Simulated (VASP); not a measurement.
Set up this calculation in VASP 6.6.1, as the native input.

```yaml
Task: single point
Functional: PBEsol
Potentials_or_basis: VASP PAW PBE potentials, release 64 (Li_sv, Au)
Cutoff: 520 eV
k_mesh: 3 × 3 × 1
Occupations: gaussian, width 0.1 eV
Spin: no spin polarisation
Dipole_correction: no
Further_INCAR_settings: LREAL = Auto; ALGO = Normal; EDIFF = 1e-06; NBANDS = 44
```

The structure of Li16Au lies in POSCAR:

```
Li16Au
1.0
    6.9800000000      0.0000000000      0.0000000000
    3.4900000000      4.9356050000      0.0000000000
    0.0000000000      0.0000000000     19.4034080000
Li Au
16 1
Direct
   -0.2500000507      0.5000001013      0.0515373382
    0.2499999493      0.5000001013      0.0515373382
   -0.2500000000      1.0000000000      0.0515373382
    0.2500000000      1.0000000000      0.0515373382
    0.0030048301     -0.0000403193      0.1705215908
    0.4970354891     -0.0000403193      0.1705215908
    0.0000363177      0.4999273645      0.1717652384
    0.4989188256      0.5021623489      0.1735446165
   -0.2374200966      0.5057880442      0.3016508234
    0.2316320524      0.5057880442      0.3016508234
   -0.2610353239      1.0220706479      0.2889584139
    0.2604712593      0.9790574813      0.2899223683
    0.0036076533      0.0258600516      0.4114633883
    0.4705322951      0.0258600516      0.4114633883
   -0.0326267499      0.5652534998      0.4413600951
    0.5042452242      0.4915095515      0.4319644776
    0.7297728951      1.0404542098      0.4956295822
```

These files were run (other wordings do the same):

INCAR

```
SYSTEM = Li16Au
  ALGO = Normal
  EDIFF = 1E-6
  ENCUT = 520
  GGA = PS
  ISIF = 2
  ISMEAR = 0
  LASPH = .TRUE.
  LCHARG = .FALSE.
  LREAL = Auto
  LWAVE = .FALSE.
  NBANDS = 44
  NELM = 80
  PREC = Accurate
  SIGMA = 0.1
```

KPOINTS

```
k-points
0
G
  3 3 1
  0 0 0
```

Potentials or basis: VASP PAW PBE potentials, release 64 (Li_sv, Au).

Run with:

```bash
$ cat potpaw_PBE.64/Li_sv/POTCAR potpaw_PBE.64/Au/POTCAR > POTCAR
$ mpirun -np 1 vasp_std > vasp.out
```

It gave:

```yaml
Largest_force: 0.035 eV/Å
```

Caveat: the k points lie up to 0.42 Å⁻¹ apart; the PAW data sets were made with another functional, which shifts forces and pressure a little.

It took 3.4 min on 1 thread of Intel(R) Xeon(R) 6975P-C (Granite Rapids) (shared host), peak memory 0.71 GiB.
